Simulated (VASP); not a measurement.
# Mo2Ir (Fd-3m) in VASP: a series of runs

The runs below take Mo2Ir through single point, relaxation of cell and atoms, with PBE.

All numbers are computed with VASP 6.6.1; they aren't measurements. Logs are shortened: lines on timing, memory, paths and dates and some standing lists are left out, and cuts for length are marked.

**1. The cell of the first run**

The structure is cubic, space group Fd-3m (No. 227). Conventional cell: a = 7.222 Å, b = 7.222 Å, c = 7.222 Å, α = 90.00°, β = 90.00°, γ = 90.00°. Mo (site symmetry -3m) has 6 Mo at 2.55 Å and 6 Ir at 2.99 Å within 3.4 Å. Ir (site symmetry -43m) has 12 Mo at 2.99 Å and 4 Ir at 3.13 Å within 3.9 Å.

**2. Single point, PBE**

The input, INCAR:

```
SYSTEM = Mo2Ir
  PREC = Accurate
  ENCUT = 520
  EDIFF = 1E-7
  ISMEAR = 0
  SIGMA = 0.1
  LREAL = .FALSE.
  LASPH = .TRUE.
  NELM = 100
  ALGO = Fast
  ISIF = 2
  LWAVE = .FALSE.
  LCHARG = .TRUE.
  GGA = PE
  LELF = .TRUE.
  LVHAR = .TRUE.
  NBANDS = 46
```

The input, KPOINTS:

```
regular mesh
0
G
  10 10 10
  0 0 0
```

The input, POSCAR:

```
Mo2Ir
1.0
    0.0000000000      3.6110310473      3.6110310473
    3.6110310473      0.0000000000      3.6110310473
    3.6110310473      3.6110310473      0.0000000000
Mo Ir
4 2
Direct
    0.1250000000      0.1250000000      0.1250000000
    0.6250000000      0.1250000000      0.1250000000
    0.1250000000      0.1250000000      0.6250000000
    0.1250000000      0.6250000000      0.1250000000
    0.5000000000      0.5000000000      0.5000000000
    0.7500000000      0.7500000000      0.7500000000
```

Potentials or basis: VASP PAW PBE potentials, release 64 (Mo_sv, Ir).

Run with:

```console
> cat potpaw_PBE.64/Mo_sv/POTCAR potpaw_PBE.64/Ir/POTCAR > POTCAR
> mpirun -np 1 vasp_std > vasp.out
```

OUTCAR:

```text
SYSTEM = Mo2Ir
   PREC = Accurate
   ENCUT = 520
   EDIFF = 1E-7
   ISMEAR = 0
   LREAL = .FALSE.
   LASPH = .TRUE.
   NELM = 100
   ISIF = 2
   GGA = PE

 ion  position               nearest neighbor table
   1  0.125  0.125  0.125-   2 2.55   3 2.55   4 2.55   3 2.55   4 2.55   2 2.55   6 2.99   5 2.99
                             6 2.99   5 2.99   6 2.99   5 2.99
   2  0.625  0.125  0.125-   1 2.55   3 2.55   4 2.55   1 2.55   3 2.55   4 2.55   5 2.99   6 2.99
                             5 2.99   6 2.99   6 2.99   5 2.99
   3  0.125  0.125  0.625-   1 2.55   1 2.55   2 2.55   4 2.55   4 2.55   2 2.55   6 2.99   5 2.99
                             6 2.99   5 2.99   6 2.99   5 2.99
   4  0.125  0.625  0.125-   1 2.55   3 2.55   1 2.55   2 2.55   3 2.55   2 2.55   6 2.99   5 2.99
                             6 2.99   5 2.99   6 2.99   5 2.99
   5  0.500  0.500  0.500-   4 2.99   2 2.99   2 2.99   4 2.99   3 2.99   3 2.99   1 2.99   1 2.99
                             1 2.99   2 2.99   3 2.99   4 2.99   6 3.13   6 3.13   6 3.13   6 3.13
   6  0.750  0.750  0.750-   2 2.99   4 2.99   2 2.99   4 2.99   2 2.99   3 2.99   1 2.99   4 2.99
                             3 2.99   1 2.99   3 2.99   1 2.99   5 3.13   5 3.13   5 3.13   5 3.13

  LATTYP: Found a face centered cubic cell.
 ALAT       =     7.2220620946

  Lattice vectors:

 A1 = (   0.0000000000,   3.6110310473,   3.6110310473)
 A2 = (   3.6110310473,   0.0000000000,   3.6110310473)
 A3 = (   3.6110310473,   3.6110310473,   0.0000000000)

Analysis of symmetry for initial positions (statically):
=====================================================================
 Subroutine PRICEL returns:
 Original cell was already a primitive cell.

 Routine SETGRP: Setting up the symmetry group for a
 face centered cubic supercell.

 Subroutine GETGRP returns: Found 48 space group operations
 (whereof 24 operations were pure point group operations)
 out of a pool of 48 trial point group operations.

The static configuration has the point symmetry T_d .
 The point group associated with its full space group is O_h .

Analysis of symmetry for dynamics (positions and initial velocities):
=====================================================================
 Subroutine PRICEL returns:
 Original cell was already a primitive cell.

 Routine SETGRP: Setting up the symmetry group for a
 face centered cubic supercell.

 Subroutine GETGRP returns: Found 48 space group operations
 (whereof 24 operations were pure point group operations)
 out of a pool of 48 trial point group operations.

The dynamic configuration has the point symmetry T_d .
 The point group associated with its full space group is O_h .

 Subroutine INISYM returns: Found 48 space group operations
 (whereof 24 operations are pure point group operations),
 and found     1 'primitive' translations

----------------------------------------------------------------------------------------

                                     Primitive cell

  volume of cell :      94.1724

  direct lattice vectors                    reciprocal lattice vectors
     0.000000000  3.611031047  3.611031047    -0.138464608  0.138464608  0.138464608
     3.611031047  0.000000000  3.611031047     0.138464608 -0.138464608  0.138464608
     3.611031047  3.611031047  0.000000000     0.138464608  0.138464608 -0.138464608

  length of vectors
     5.106769081  5.106769081  5.106769081     0.239827737  0.239827737  0.239827737

  position of ions in fractional coordinates (direct lattice)
     0.125000000  0.125000000  0.125000000
     0.625000000  0.125000000  0.125000000
     0.125000000  0.125000000  0.625000000
     0.125000000  0.625000000  0.125000000
     0.500000000  0.500000000  0.500000000
     0.750000000  0.750000000  0.750000000

  ion indices of the primitive-cell ions
   primitive index   ion index
                 1           1
                 2           2
                 3           3
                 4           4
                 5           5
                 6           6

----------------------------------------------------------------------------------------

 KPOINTS: regular mesh

Automatic generation of k-mesh.
 Grid dimensions read from file:
 generate k-points for:   10   10   10

 Generating k-lattice:

  Cartesian coordinates                     Fractional coordinates (reciprocal lattice)
    -0.013846461  0.013846461  0.013846461     0.100000000  0.000000000  0.000000000
     0.013846461 -0.013846461  0.013846461     0.000000000  0.100000000  0.000000000
     0.013846461  0.013846461 -0.013846461     0.000000000  0.000000000  0.100000000

  Length of vectors
     0.023982774  0.023982774  0.023982774

  Shift w.r.t. Gamma in fractional coordinates (k-lattice)
     0.000000000  0.000000000  0.000000000

 Subroutine IBZKPT returns following result:
 ===========================================

 Found     47 irreducible k-points:

 Following reciprocal coordinates:
            Coordinates               Weight
  0.000000  0.000000  0.000000      1.000000
  0.100000  0.000000  0.000000      8.000000
  0.200000  0.000000  0.000000      8.000000
  0.300000  0.000000  0.000000      8.000000
  0.400000  0.000000  0.000000      8.000000
  0.500000  0.000000  0.000000      4.000000
[... 16 lines left out ...]
  0.300000  0.300000  0.000000      6.000000
  0.400000  0.300000  0.000000     24.000000
 [... further k-points ...]
   k-points           NKPTS =     47   k-points in BZ     NKDIM =     47   number of bands    NBANDS=     46
   number of dos      NEDOS =    301   number of ions     NIONS =      6
   total plane-waves  NPLWV =  64000
   dimension x,y,z NGX =    40 NGY =   40 NGZ =   40
   dimension x,y,z NGXF=    80 NGYF=   80 NGZF=   80
   ions per type =               4   2
   NGX,Y,Z   is equivalent  to a cutoff of  13.02, 13.02, 13.02 a.u.
   NGXF,Y,Z  is equivalent  to a cutoff of  26.04, 26.04, 26.04 a.u.
 SYSTEM =  Mo2Ir
   PREC   = accura    normal or accurate (medium, high low for compatibility)
   ISTART =      0    job   : 0-new  1-cont  2-samecut
   ICHARG =      2    charge: 1-file 2-atom 10-const
   ISPIN  =      1    spin polarized calculation?
   LNONCOLLINEAR =      F non collinear calculations
   LSORBIT =      F    spin-orbit coupling
   LASPH  =      T    aspherical Exc in radial PAW
   ENCUT  =  520.0 eV  38.22 Ry    6.18 a.u.   9.50  9.50  9.50*2*pi/ulx,y,z
   NELM   =    100;   NELMIN=  2; NELMDL= -5     # of ELM steps
   EDIFF  = 0.1E-06   stopping-criterion for ELM
   LREAL  =      F    real-space projection
   EDIFFG = 0.1E-05   stopping-criterion for IOM
   NSW    =      0    number of steps for IOM
   IBRION =     -1    ionic relax: 0-MD 1-quasi-New 2-CG
   NFREE  =      0    steps in history (QN), initial steepest desc. (CG)
   ISIF   =      2    stress and relaxation
   ISYM   =      2    0-nonsym 1-usesym 2-fastsym
   POTIM  = 0.5000    time-step for ionic-motion
   TEBEG  =    0.0;   TEEND  =   0.0 temperature during run
   PSTRESS=    0.0 pullay stress
   NELECT =      74.0000    total number of electrons
   NUPDOWN=      -1.0000    fix difference up-down
   EMIN   =  10.00;   EMAX   =-10.00  energy-range for DOS
   EFERMI =   0.00;   METHOD = LEGACY
   ISMEAR =     0;   SIGMA  =   0.10  broadening in eV -4-tet -1-fermi 0-gaus
   EFERMI_NEDOS =   21; number of points for ismear=-14 and -15
   IALGO  =     68    algorithm
   IMIX   =      4    mixing-type and parameters
     AMIX     =   0.40;   BMIX     =  1.00
     AMIX_MAG =   1.60;   BMIX_MAG =  1.00
  volume/ion in A,a.u.               =      15.70       105.92
  Fermi-wavevector in a.u.,A,eV,Ry     =   1.510698  2.854804 31.051311  2.282207
  Thomas-Fermi vector in A             =   2.620853
   LORBIT       =      0    0 simple, 1 ext, 2 COOP (PROOUT), +10 PAW based schemes
   GGA     = PE    functional components
   LHFCALC =     F    Hartree Fock is set to
   AEXX    =    0.0000 exact exchange contribution
   IVDW    =     0    specifies the selected vdW correction
   LEPSILON=     F    determine dielectric tensor
   LRPA    =     F    only Hartree local field effects (RPA)
 non-spin polarized calculation
 RMM-DIIS sequential band-by-band and
 Gauss-broadening in eV      SIGMA  =   0.10
  energy-cutoff  :      520.00
  volume of cell :       94.17
 maximum number of plane-waves:      2637
 NGX is ok and might be reduce to    40
   NGX = 19   NGY = 19   NGZ = 19

 number of electron      73.9999990 magnetization

 Free energy of the ion-electron system (eV)
  ---------------------------------------------------
  ext. energy  EPLUGINS =         0.00000000
  ---------------------------------------------------
  free energy    TOTEN  =       -60.26840872 eV

  energy without entropy =      -60.24847030  energy(sigma->0) =      -60.25843951

 E-fermi :  11.1466     XC(G=0): -13.3089

 val. band max:       11.1415115924   @ k =  -0.4000   0.3000   0.1000
 cond. band min:      11.1485526369   @ k =  -0.4000   0.2000   0.0000
 fundamental gap:      0.0070410445
 Fermi energy:        11.1465681828

 k-point     1 :       0.0000    0.0000    0.0000
  band No.  band energies     occupation
      1     -50.2159      2.00000
      2     -49.7443      2.00000
      3     -49.7443      2.00000
      4     -49.7443      2.00000
      5     -25.7712      2.00000
      6     -24.7039      2.00000
[... 38 lines left out ...]
     45      14.0654      0.00000
     46      15.9454      0.00000

 k-point     2 :       0.1000    0.0000    0.0000
  band No.  band energies     occupation
      1     -50.2076      2.00000
      2     -49.7533      2.00000
      3     -49.7443      2.00000
      4     -49.7443      2.00000
      5     -25.7331      2.00000
      6     -24.6937      2.00000
[... 38 lines left out ...]
     45      13.8049      0.00000
     46      15.3818      0.00000

 k-point     3 :       0.2000    0.0000    0.0000
  band No.  band energies     occupation
      1     -50.1843      2.00000
      2     -49.7787      2.00000
      3     -49.7445      2.00000
      4     -49.7445      2.00000
      5     -25.6290      2.00000
      6     -24.6572      2.00000
[... 38 lines left out ...]
     45      13.8698      0.00000
     46      14.6678      0.00000

 k-point     4 :       0.3000    0.0000    0.0000
  band No.  band energies     occupation
      1     -50.1506      2.00000
      2     -49.8148      2.00000
      3     -49.7446      2.00000
      4     -49.7446      2.00000
      5     -25.4924      2.00000
      6     -24.5913      2.00000
[... 920 lines left out ...]
     45      13.8623      0.00000
     46      14.3862      0.00000

 k-point    23 :       0.3000    0.3000    0.0000
  band No.  band energies     occupation
      1     -50.1219      2.00000
      2     -49.8450      2.00000
      3     -49.7449      2.00000
      4     -49.7449      2.00000
      5     -25.3481      2.00000
      6     -24.7251      2.00000
[... 38 lines left out ...]
     45      13.6229      0.00000
     46      14.1184      0.00000

 k-point    24 :       0.4000    0.3000    0.0000
  band No.  band energies     occupation
      1     -50.0886      2.00000
      2     -49.8798      2.00000
      3     -49.7451      2.00000
      4     -49.7450      2.00000
      5     -25.2124      2.00000
      6     -24.7260      2.00000
[... 38 lines left out ...]
     45      13.3683      0.00000
     46      13.9023      0.00000

 [... further k-points ...]
[... 5 lines left out ...]
  --------------------------------------------------------------------------------------
  -------------------------------------------------------------------------------------
  Total        0.2600145      0.2600145      0.2600145      0.0000000     -0.0000000      0.0000000
  in kB        4.4236878      4.4236878      4.4236878      0.0000000     -0.0000000      0.0000000
  external PRESSURE =       4.4236878 kB  Pullay stress =       0.0000000 kB

 VOLUME and BASIS-vectors are now :
 -----------------------------------------------------------------------------
  energy-cutoff  :      520.00
  volume of cell :       94.17
      direct lattice vectors                 reciprocal lattice vectors
     0.000000000  3.611031047  3.611031047    -0.138464608  0.138464608  0.138464608
     3.611031047  0.000000000  3.611031047     0.138464608 -0.138464608  0.138464608
     3.611031047  3.611031047  0.000000000     0.138464608  0.138464608 -0.138464608

 POSITION                                       TOTAL-FORCE (eV/Angst)
 -----------------------------------------------------------------------------------
      0.90276      0.90276      0.90276        -0.000000      0.000000     -0.000000
      0.90276      2.70827      2.70827        -0.000000      0.000000     -0.000000
      2.70827      2.70827      0.90276        -0.000000      0.000000     -0.000000
      2.70827      0.90276      2.70827        -0.000000      0.000000     -0.000000
      3.61103      3.61103      3.61103        -0.000000     -0.000000     -0.000000
      5.41655      5.41655      5.41655         0.000000      0.000000      0.000000
 -----------------------------------------------------------------------------------
    total drift:                                0.000000     -0.000000      0.000000

  FREE ENERGIE OF THE ION-ELECTRON SYSTEM (eV)
  ---------------------------------------------------
  free  energy   TOTEN  =       -60.2684087222 eV

  energy  without entropy=      -60.2484703049  energy(sigma->0) =      -60.25843951
```

It took 7.1 min on 1 thread of AMD EPYC 7R43 (Zen 3), shared host; peak memory 0.33 GiB.

What came out:

```yaml
Free_energy: -60.2684 eV
Pressure: 0.4 GPa
Band_gap_on_the_k_mesh: zero (band 37 reaches 12.84 eV, above the bottom of band 38 at 10.71 eV)
```

Caveat: spin-orbit coupling is left out, which moves the levels of the heavy elements.

[end of part 1 of 2]
